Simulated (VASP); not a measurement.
Here is a VASP 6.6.1 calculation.

The input INCAR:

```
  ALGO = Normal
  EDIFF = 1E-6
  ENCUT = 500
  GGA = PE
  GGA_COMPAT = F
  ISIF = 2
  ISMEAR = 0
  LASPH = T
  LCHARG = T
  LELF = T
  LREAL = F
  LVHAR = T
  LWAVE = F
  NBANDS = 20
  NELM = 120
  PREC = Accurate
  SIGMA = 0.01
```

KPOINTS

```
k-points
0
Gamma
  4 3 2
```

Contents of POSCAR:

```
Te
1.0
    3.1307690000      0.0000000000      0.0000000000
    0.0000000000      4.7429080000      0.0000000000
    0.0000000000      0.0000000000      8.9856130000
Te
4
Direct
    0.5000000000      0.0125320000      0.5091860000
    0.5000000000      0.9874680000      0.0091860000
    0.5000000000      0.4547290000      0.2608140000
    0.5000000000      0.5452710000      0.7608140000
```

Potentials or basis: VASP PAW PBE potentials, release 64 (Te).

The run is started by

```bash
$ cat potpaw_PBE.64/Te/POTCAR > POTCAR
$ mpirun -np 1 vasp_std > vasp.out
```

**Question.** Estimate the pressure.

**Answer.** -0.2 GPa.

**Question.** Estimate the band gap on the k mesh.

**Answer.** Zero (band 12 reaches 7.63 eV, above the bottom of band 13 at 4.71 eV).

**Question.** What does it give for the largest force?

**Answer.** 0.151 eV/Å.

Stress tensor (GPa, compression positive):
```
 7.00  0.00  0.00
 0.00 -4.02  0.00
 0.00  0.00 -3.62
```

Caveat: the k points lie up to 0.50 Å⁻¹ apart; spin-orbit coupling is left out, which moves the levels of the heavy elements.
